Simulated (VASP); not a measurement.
# SnSe2 (P1) in VASP: a series of runs, part 2 of 2

VASP 6.6.1.

## 4. Single point, r2SCAN

Contents of POSCAR:

```
SnSe2
1.0
    7.6503276808     -0.0000000001      0.0000000000
   -3.8251638404      6.6253781189      0.0000000000
    0.0000000000      0.0000000000      6.2270561301
Sn Se
4 8
Direct
    0.0090093649      0.0139755042     -0.0032011916
   -0.0068885355      0.4793249446      0.0030041483
    0.5027495169     -0.0021853847      0.0050436353
    0.5000997946      0.5247161653     -0.0110705602
    0.1892025919      0.3291495158      0.2787822952
    0.3430630881      0.1665897373      0.7475951562
    0.1979658795      0.8558866978      0.2368372742
    0.3263958244      0.6607222896      0.7510923143
    0.6389307108      0.3228223298      0.2594874635
    0.8337371626      0.1538134099      0.7483987462
    0.6402727334      0.8138765672      0.2589482038
    0.8229609932      0.6733419467      0.7282142485
```

Contents of INCAR.step1:

```
SYSTEM = SnSe2
PREC = Accurate ; ENCUT = 520
ISMEAR = -1 ; SIGMA = 0.086
LREAL = .FALSE. ; LASPH = .TRUE.
NELM = 100 ; NBANDS = 64
GGA = PE ; ALGO = Normal
EDIFF = 1E-4 ; LWAVE = .TRUE.
LCHARG = .FALSE.
```

Contents of INCAR.step2:

```
SYSTEM = SnSe2
PREC = Accurate ; ENCUT = 520
EDIFF = 1E-6 ; ISMEAR = -1
SIGMA = 0.086 ; LREAL = .FALSE.
LASPH = .TRUE. ; NELM = 100
ALGO = Normal ; ISIF = 2
LWAVE = .FALSE. ; LCHARG = .FALSE.
METAGGA = R2SCAN ; LMIXTAU = .TRUE.
NBANDS = 64 ; ISTART = 1
```

Contents of KPOINTS:

```
Automatic mesh
0
G
  3 3 2
  0 0 0
```

Potentials or basis: VASP PAW PBE potentials, release 64 (Sn_d, Se).

Launch:

```sh
$ cat potpaw_PBE.64/Sn_d/POTCAR potpaw_PBE.64/Se/POTCAR > POTCAR
$ cp INCAR.step1 INCAR
$ mpirun -np 1 vasp_std > vasp.out
$ cp INCAR.step2 INCAR
$ mpirun -np 1 vasp_std > vasp.out
```

OUTCAR:

```text
SYSTEM = SnSe2
   PREC = Accurate
   ENCUT = 520
   EDIFF = 1E-6
   ISMEAR = -1
   LREAL = .FALSE.
   LASPH = .TRUE.
   NELM = 100
   ISIF = 2
   METAGGA = R2SCAN
   ISTART = 1

 ion  position               nearest neighbor table
   1  0.009  0.014  0.997-  10 2.60   6 2.71   5 2.73   7 2.74  12 2.81  11 2.94   2 3.62
   2  0.993  0.479  0.003-  10 2.68   8 2.71   9 2.84   5 2.87   7 2.89  12 2.96   1 3.62   3 3.72
                             4 3.72
   3  0.503  0.998  0.005-   7 2.48  11 2.66   9 2.68   6 2.70  10 2.71   8 2.74   4 3.61   2 3.72

   4  0.500  0.525  0.989-   8 2.53  11 2.55  12 2.69   5 2.76   6 2.81   9 2.83   3 3.61   2 3.72

   5  0.189  0.329  0.279-   1 2.73   4 2.76   2 2.87
   6  0.343  0.167  0.748-   3 2.70   1 2.71   4 2.81
   7  0.198  0.856  0.237-   3 2.48   1 2.74   2 2.89
   8  0.326  0.661  0.751-   4 2.53   2 2.71   3 2.74
   9  0.639  0.323  0.259-   3 2.68   4 2.83   2 2.84
  10  0.834  0.154  0.748-   1 2.60   2 2.68   3 2.71
  11  0.640  0.814  0.259-   4 2.55   3 2.66   1 2.94
  12  0.823  0.673  0.728-   4 2.69   1 2.81   2 2.96

  LATTYP: Found a hexagonal cell.
 ALAT       =     7.6503276808
 C/A-ratio  =     0.8139594002

  Lattice vectors:

 A1 = (   7.6503276808,  -0.0000000001,   0.0000000000)
 A2 = (  -3.8251638404,   6.6253781189,   0.0000000000)
 A3 = (   0.0000000000,   0.0000000000,   6.2270561301)

Analysis of symmetry for initial positions (statically):
=====================================================================
 Subroutine PRICEL returns:
 Original cell was already a primitive cell.

 Routine SETGRP: Setting up the symmetry group for a
 hexagonal supercell.

 Subroutine GETGRP returns: Found  1 space group operations
 (whereof  1 operations were pure point group operations)
 out of a pool of 24 trial point group operations.

The static configuration has the point symmetry C_1 .
[... 144 lines left out ...]
   LHFCALC =     F    Hartree Fock is set to
   AEXX    =    0.0000 exact exchange contribution
   IVDW    =     0    specifies the selected vdW correction
   LEPSILON=     F    determine dielectric tensor
   LRPA    =     F    only Hartree local field effects (RPA)
 non-spin polarized calculation
  energy-cutoff  :      520.00
  volume of cell :      315.63
 maximum number of plane-waves:      8537
 NGX is ok and might be reduce to    60
   NGX = 29   NGY = 29   NGZ = 23

 number of electron     104.0000005 magnetization

 Free energy of the ion-electron system (eV)
  ---------------------------------------------------
  ext. energy  EPLUGINS =         0.00000000
  ---------------------------------------------------
  free energy    TOTEN  =      -217.36884337 eV

  energy without entropy =     -217.34398984  energy(sigma->0) =     -217.35641660

 E-fermi :   4.0513     XC(G=0):  -9.9335

 val. band max:        3.7788388658   @ k =  -0.3333   0.3333   0.0000
 cond. band min:       4.0949024048   @ k =   0.0000   0.0000   0.5000
 fundamental gap:      0.3160635390
 Fermi energy:         4.0513089125

 k-point     1 :       0.0000    0.0000    0.0000
  band No.  band energies     occupation
      1     -18.3375      2.00000
      2     -18.3062      2.00000
      3     -18.2766      2.00000
      4     -18.2637      2.00000
      5     -18.2445      2.00000
      6     -18.2272      2.00000
[... 659 lines left out ...]
     63       9.5348      0.00000
     64       9.6209      0.00000

------------------------ aborting loop because EDIFF is reached ----------------------------------------

  FORCE on cell =-STRESS in cart. coord.  units (eV):
  Direction    XX          YY          ZZ          XY          YZ          ZX
  --------------------------------------------------------------------------------------
  -------------------------------------------------------------------------------------
  Total        4.0102571      3.3994545      1.4874501     -0.3798410     -0.3901993     -0.2232900
  in kB       20.3567906     17.2562462      7.5505657     -1.9281417     -1.9807223     -1.1334605
  external PRESSURE =      15.0545342 kB  Pullay stress =       0.0000000 kB

 VOLUME and BASIS-vectors are now :
 -----------------------------------------------------------------------------
  energy-cutoff  :      520.00
  volume of cell :      315.63
      direct lattice vectors                 reciprocal lattice vectors
     7.650327681 -0.000000000  0.000000000     0.130713355  0.075467391  0.000000000
    -3.825163840  6.625378119  0.000000000     0.000000000  0.150934782  0.000000000
     0.000000000  0.000000000  6.227056130     0.000000000  0.000000000  0.160589527

 POSITION                                       TOTAL-FORCE (eV/Angst)
 -----------------------------------------------------------------------------------
      0.01547      0.09259      6.20712         0.815450     -0.735841      0.421485
      5.76413      3.17571      0.01871        -0.560043      0.821109      0.785037
      0.02939      6.61090      0.03141         0.154185      0.671090     -0.662568
      1.81880      3.47644      6.15812         1.126256     -1.605329      0.010229
      0.18841      2.18074      1.73599        -1.080303     -0.030919     -1.092571
      1.98731      1.10372      4.65532        -0.270751      0.292380     -0.101366
     -1.75940      5.67057      1.47480        -1.590892     -1.450230      0.894557
     -0.03034      4.37754      4.67709        -0.677549      0.069865     -0.753277
      3.65318      2.13882      1.61584         1.059774      0.659997     -0.511380
      5.79000      1.01907      4.66032        -0.295801      0.344541     -0.247439
      1.78509      5.39224      1.61248         0.782502      1.002417      0.263430
      3.72028      4.46115      4.53463         0.537172     -0.039080      0.993864
 -----------------------------------------------------------------------------------
    total drift:                                0.000367      0.000637     -0.001200

  FREE ENERGIE OF THE ION-ELECTRON SYSTEM (eV)
  ---------------------------------------------------
  free  energy   TOTEN  =      -217.3688433703 eV

  energy  without entropy=     -217.3439898393  energy(sigma->0) =     -217.35641660
```

OUTCAR.step1:

```text
SYSTEM = SnSe2
   PREC = Accurate
   ENCUT = 520
   ISMEAR = -1
   LREAL = .FALSE.
   LASPH = .TRUE.
[... 917 lines left out ...]
      5.79000      1.01907      4.66032        -0.302281      0.279071     -0.577599
      1.78509      5.39224      1.61248         0.747241      0.951360      0.589524
      3.72028      4.46115      4.53463         0.508932     -0.023518      0.671767
 -----------------------------------------------------------------------------------
    total drift:                                0.002327     -0.001911     -0.000437

  FREE ENERGIE OF THE ION-ELECTRON SYSTEM (eV)
  ---------------------------------------------------
  free  energy   TOTEN  =       -46.2939067028 eV

  energy  without entropy=      -46.2549751409  energy(sigma->0) =      -46.27444092
```

OSZICAR.step1:

```text
N       E                     dE             d eps       ncg     rms          rms(c)
DAV:   1     0.119269888537E+04    0.11927E+04   -0.44868E+04  1328   0.188E+03
DAV:   2     0.175096634624E+03   -0.10176E+04   -0.98772E+03  1312   0.551E+02
DAV:   3    -0.310845633644E+02   -0.20618E+03   -0.19901E+03  1480   0.202E+02
DAV:   4    -0.468726874504E+02   -0.15788E+02   -0.15543E+02  1536   0.582E+01
DAV:   5    -0.473727557174E+02   -0.50007E+00   -0.49840E+00  1664   0.108E+01    0.101E+01
DAV:   6    -0.463464047360E+02    0.10264E+01   -0.18663E+00  1800   0.947E+00    0.640E+00
DAV:   7    -0.462926859337E+02    0.53719E-01   -0.81808E-01  1616   0.362E+00    0.208E+00
DAV:   8    -0.462915320694E+02    0.11539E-02   -0.62889E-02  1584   0.159E+00    0.658E-01
DAV:   9    -0.462935699756E+02   -0.20379E-02   -0.10774E-02  1472   0.597E-01    0.162E-01
DAV:  10    -0.462937473197E+02   -0.17734E-03   -0.11568E-03  1528   0.233E-01    0.786E-02
DAV:  11    -0.462938854280E+02   -0.13811E-03   -0.34546E-04  1248   0.968E-02    0.387E-02
DAV:  12    -0.462939067028E+02   -0.21275E-04   -0.48871E-05   856   0.559E-02
   1 F= -.46293907E+02 E0= -.46274441E+02  d E =-.389316E-01
```

It took 17 min on 1 thread of AMD EPYC 7R43 (Zen 3), shared host; peak memory 0.48 GiB.

Results:

```
Free energy            : -217.3688 eV
Pressure               : 1.5 GPa
Largest force          : 2.331 eV/Å
Band gap on the k mesh : 0.32 eV, indirect (least direct gap 0.43 eV)
```

Forces on the atoms (eV/Å):
```
Sn   0.815 -0.736  0.421
Sn  -0.560  0.821  0.785
Sn   0.154  0.671 -0.663
Sn   1.126 -1.605  0.010
Se  -1.080 -0.031 -1.093
Se  -0.271  0.292 -0.101
Se  -1.591 -1.450  0.895
Se  -0.678  0.070 -0.753
Se   1.060  0.660 -0.511
Se  -0.296  0.345 -0.247
Se   0.783  1.002  0.263
Se   0.537 -0.039  0.994
```

Caveat: the k points lie up to 0.50 Å⁻¹ apart; the PAW data sets were made with another functional, which shifts forces and pressure a little; spin-orbit coupling is left out, which moves the levels of the heavy elements. A k mesh can miss the band edges.
